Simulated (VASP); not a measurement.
# PbSe (P1) in VASP: single point with r2SCAN

Aim: the single point of PbSe with r2SCAN.

Everything below comes from runs of VASP 6.6.1. Logs are shortened: lines on timing, memory, paths and dates and some standing lists are left out, and cuts for length are marked.

**1. The cell of the first run**

The typed cell holds 8 atoms: a = 7.370 Å, b = 7.199 Å, c = 4.285 Å, α = 91.79°, β = 73.53°, γ = 98.31°.

**2. Single point, r2SCAN**

POSCAR

```
PbSe
1.0
   -2.9884830000      5.9825300000      3.0975740000
    2.7969440000     -2.9583770000      5.9378330000
    3.0186630000      3.0411030000     -0.0694960000
Pb Se
4 4
Direct
    0.9937120000      0.0383930000      0.0570140000
    0.9856170000      0.4781650000      0.5557960000
    0.5076060000      0.7862230000      0.7514200000
    0.5108140000      0.2494640000      0.2904010000
    0.2503520000      0.3655370000      0.8906490000
    0.2448250000      0.8818110000      0.3911110000
    0.7450170000      0.1309940000      0.6081510000
    0.7260270000      0.6567420000      0.1535810000
```

INCAR.step1

```
PREC = Accurate
ENCUT = 520
ISMEAR = -1
SIGMA = 0.0236
LREAL = False
LASPH = True
NELM = 80
NBANDS = 50
GGA = PE
ALGO = Normal
EDIFF = 1E-4
LWAVE = True
LCHARG = False
```

INCAR.step2

```
PREC = Accurate
ENCUT = 520
EDIFF = 1E-7
ISMEAR = -1
SIGMA = 0.0236
LREAL = False
LASPH = True
NELM = 80
ALGO = Normal
ISIF = 2
LWAVE = False
LCHARG = True
METAGGA = R2SCAN
LMIXTAU = True
LELF = True
LVHAR = True
NBANDS = 50
ISTART = 1
```

KPOINTS

```
Automatic mesh
0
Gamma
  3 3 5
```

Potentials or basis: VASP PAW PBE potentials, release 64 (Pb_d, Se).

Launch:

```
$ cat potpaw_PBE.64/Pb_d/POTCAR potpaw_PBE.64/Se/POTCAR > POTCAR
$ cp INCAR.step1 INCAR
$ mpirun -np 1 vasp_std > vasp.out
$ cp INCAR.step2 INCAR
$ mpirun -np 1 vasp_std > vasp.out
```

OUTCAR:

```text
PREC = Accurate
   ENCUT = 520
   EDIFF = 1E-7
   ISMEAR = -1
   LREAL = False
   LASPH = True
   NELM = 80
   ISIF = 2
   METAGGA = R2SCAN
   ISTART = 1

 ion  position               nearest neighbor table
   1  0.994  0.038  0.057-   7 2.68   5 2.77   6 2.99   8 3.11   7 3.15   6 3.20   2 3.76   2 3.90
                             4 3.93
   2  0.986  0.478  0.556-   7 2.82   5 2.94   8 3.10   5 3.12   6 3.22   8 3.32   1 3.76   1 3.90
                             4 4.09
   3  0.508  0.786  0.751-   7 2.80   8 2.82   8 2.92   6 2.96   6 3.00   5 3.31   4 3.92   4 4.00

   4  0.511  0.249  0.290-   7 2.72   5 2.92   6 3.02   7 3.11   8 3.11   5 3.12   3 3.92   1 3.93
                             3 4.00   2 4.09
   5  0.250  0.366  0.891-   1 2.77   4 2.92   2 2.94   4 3.12   2 3.12   3 3.31
   6  0.245  0.882  0.391-   3 2.96   1 2.99   3 3.00   4 3.02   1 3.20   2 3.22
   7  0.745  0.131  0.608-   1 2.68   4 2.72   3 2.80   2 2.82   4 3.11   1 3.15
   8  0.726  0.657  0.154-   3 2.82   3 2.92   2 3.10   1 3.11   4 3.11   2 3.32

  LATTYP: Found a triclinic cell.
 ALAT       =     4.2854945407
 B/A-ratio  =     3.2688769670
 C/A-ratio  =     1.9817998603
 COS(alpha) =     0.0208936574
 COS(beta)  =     0.5311424192
 COS(gamma) =     0.7449319254

  Lattice vectors:

 A1 = (  -3.0186630000,  -3.0411030000,   0.0694960000)
 A2 = (  -5.8457870000,  -9.1063590000,  -8.8964150000)
 A3 = (  -0.2217190000,  -5.9994800000,   6.0073290000)

Analysis of symmetry for initial positions (statically):
=====================================================================
 Subroutine PRICEL returns:
 Original cell was already a primitive cell.

 Routine SETGRP: Setting up the symmetry group for a
 triclinic supercell.

 Subroutine GETGRP returns: Found  1 space group operations
 (whereof  1 operations were pure point group operations)
 out of a pool of  2 trial point group operations.

The static configuration has the point symmetry C_1 .

Analysis of symmetry for dynamics (positions and initial velocities):
=====================================================================
 Subroutine PRICEL returns:
 Original cell was already a primitive cell.

 Routine SETGRP: Setting up the symmetry group for a
 triclinic supercell.

 Subroutine GETGRP returns: Found  1 space group operations
 (whereof  1 operations were pure point group operations)
 out of a pool of  2 trial point group operations.

The dynamic configuration has the point symmetry C_1 .

[... 111 lines left out ...]
   NSW    =      0    number of steps for IOM
   IBRION =     -1    ionic relax: 0-MD 1-quasi-New 2-CG
   NFREE  =      0    steps in history (QN), initial steepest desc. (CG)
   ISIF   =      2    stress and relaxation
   ISYM   =      2    0-nonsym 1-usesym 2-fastsym
   POTIM  = 0.5000    time-step for ionic-motion
   TEBEG  =    0.0;   TEEND  =   0.0 temperature during run
   PSTRESS=    0.0 pullay stress
   NELECT =      80.0000    total number of electrons
   NUPDOWN=      -1.0000    fix difference up-down
   EMIN   =  10.00;   EMAX   =-10.00  energy-range for DOS
   EFERMI =   0.00;   METHOD = LEGACY
   ISMEAR =    -1;   SIGMA  =   0.02  broadening in eV -4-tet -1-fermi 0-gaus
   EFERMI_NEDOS =   21; number of points for ismear=-14 and -15
   IALGO  =     38    algorithm
   IMIX   =      4    mixing-type and parameters
     AMIX     =   0.40;   BMIX     =  1.00
     AMIX_MAG =   1.60;   BMIX_MAG =  1.00
  volume/ion in A,a.u.               =      26.97       182.00
  Fermi-wavevector in a.u.,A,eV,Ry     =   1.176118  2.222540 18.820296  1.383253
  Thomas-Fermi vector in A             =   2.312487
   LORBIT       =      0    0 simple, 1 ext, 2 COOP (PROOUT), +10 PAW based schemes
   METAGGA = R2SCAN    functional components
   LHFCALC =     F    Hartree Fock is set to
   AEXX    =    0.0000 exact exchange contribution
   IVDW    =     0    specifies the selected vdW correction
   LEPSILON=     F    determine dielectric tensor
   LRPA    =     F    only Hartree local field effects (RPA)
 non-spin polarized calculation
  energy-cutoff  :      520.00
  volume of cell :      215.76
 maximum number of plane-waves:      5834
   NGX = 27   NGY = 27   NGZ = 15

 number of electron      80.0000002 magnetization

 Free energy of the ion-electron system (eV)
  ---------------------------------------------------
  ext. energy  EPLUGINS =         0.00000000
  ---------------------------------------------------
  free energy    TOTEN  =      -286.44213022 eV

  energy without entropy =     -286.44212761  energy(sigma->0) =     -286.44212892

 E-fermi :   6.0159     XC(G=0): -10.3563

 val. band max:        5.8038304635   @ k =   0.0000   0.0000   0.0000
 cond. band min:       6.2280870501   @ k =   0.0000   0.0000   0.0000
 fundamental gap:      0.4242565865
 Fermi energy:         6.0159489126

 k-point     1 :       0.0000    0.0000    0.0000
  band No.  band energies     occupation
      1     -12.2128      2.00000
      2     -12.0862      2.00000
      3     -12.0685      2.00000
      4     -12.0537      2.00000
      5     -12.0496      2.00000
      6     -12.0465      2.00000
[... 1208 lines left out ...]
     49      10.4120      0.00000
     50      10.8086      0.00000

------------------------ aborting loop because EDIFF is reached ----------------------------------------

  FORCE on cell =-STRESS in cart. coord.  units (eV):
  Direction    XX          YY          ZZ          XY          YZ          ZX
  --------------------------------------------------------------------------------------
  -------------------------------------------------------------------------------------
  Total       11.4008280      8.9951609     10.1794478     -0.0741034      0.2100294      0.6402266
  in kB       84.6612736     66.7970584     75.5914408     -0.5502834      1.5596546      4.7542514
  external PRESSURE =      75.6832576 kB  Pullay stress =       0.0000000 kB

 VOLUME and BASIS-vectors are now :
 -----------------------------------------------------------------------------
  energy-cutoff  :      520.00
  volume of cell :      215.76
      direct lattice vectors                 reciprocal lattice vectors
    -2.988483000  5.982530000  3.097574000    -0.082741593  0.083977838  0.080814282
     2.796944000 -2.958377000  5.937833000     0.045587698 -0.042375921  0.125825333
     3.018663000  3.041103000 -0.069496000     0.207118819  0.122401679 -0.036577220

 POSITION                                       TOTAL-FORCE (eV/Angst)
 -----------------------------------------------------------------------------------
     -2.69020      6.00472      3.30211        -1.978303      0.684753     -0.904922
      0.06966      6.17212      5.85366         0.308491     -0.280459      1.502213
      2.95033      2.99597      6.18859         0.474262      0.105624     -1.191039
      0.04780      3.20109      3.04338         0.325546     -1.342551      0.106184
      2.96278      3.12490      2.88408         0.267417     -0.238323      0.950301
      2.91535      0.04535      5.96723         0.298537     -0.497675     -0.169592
     -0.02428      5.91901      3.04330         1.376851      0.937346      0.121437
      0.13076      2.86764      6.13787        -1.072800      0.631284     -0.414583
 -----------------------------------------------------------------------------------
    total drift:                               -0.000320     -0.000491      0.000049

  FREE ENERGIE OF THE ION-ELECTRON SYSTEM (eV)
  ---------------------------------------------------
  free  energy   TOTEN  =      -286.4421302241 eV

  energy  without entropy=     -286.4421276066  energy(sigma->0) =     -286.44212892
```

OSZICAR.step1:

```text
N       E                     dE             d eps       ncg     rms          rms(c)
DAV:   1     0.937415349216E+03    0.93742E+03   -0.35150E+04  2300   0.172E+03
DAV:   2     0.991512497658E+02   -0.83826E+03   -0.81153E+03  2300   0.468E+02
DAV:   3    -0.242186899339E+02   -0.12337E+03   -0.11677E+03  2904   0.205E+02
DAV:   4    -0.321601460900E+02   -0.79415E+01   -0.78220E+01  2832   0.505E+01
DAV:   5    -0.324532901904E+02   -0.29314E+00   -0.29262E+00  2864   0.976E+00    0.640E+00
DAV:   6    -0.313755643762E+02    0.10777E+01   -0.17569E+00  3600   0.960E+00    0.369E+00
DAV:   7    -0.313709208886E+02    0.46435E-02   -0.83813E-01  3288   0.417E+00    0.182E+00
DAV:   8    -0.313779980825E+02   -0.70772E-02   -0.11498E-01  3144   0.279E+00    0.354E-01
DAV:   9    -0.313732710787E+02    0.47270E-02   -0.15857E-02  3168   0.104E+00    0.142E-01
DAV:  10    -0.313736019175E+02   -0.33084E-03   -0.35935E-03  2904   0.306E-01    0.706E-02
DAV:  11    -0.313737405999E+02   -0.13868E-03   -0.19136E-04  2052   0.934E-02    0.228E-02
DAV:  12    -0.313737471384E+02   -0.65384E-05   -0.41998E-05  1474   0.586E-02
   1 F= -.31373747E+02 E0= -.31373727E+02  d E =-.405707E-04
```

Run time: 19 min. Hardware: 1 thread of Oxide Virtual Turin-like, shared host; peak memory 0.4 GiB.

What came out:

```
Free energy            : -286.4421 eV
Pressure               : 7.6 GPa
Largest force          : 2.281 eV/Å
Band gap on the k mesh : 0.42 eV
```

Forces on the atoms (eV/Å):
```
Pb  -1.978  0.685 -0.905
Pb   0.308 -0.280  1.502
Pb   0.474  0.106 -1.191
Pb   0.326 -1.343  0.106
Se   0.267 -0.238  0.950
Se   0.299 -0.498 -0.170
Se   1.377  0.937  0.121
Se  -1.073  0.631 -0.415
```

Caveat: the cell stands under pressure; the PAW data sets were made with another functional, which shifts forces and pressure a little; spin-orbit coupling is left out, which moves the levels of the heavy elements; an odd mesh through Γ misses points on the zone boundary, where band edges can lie.
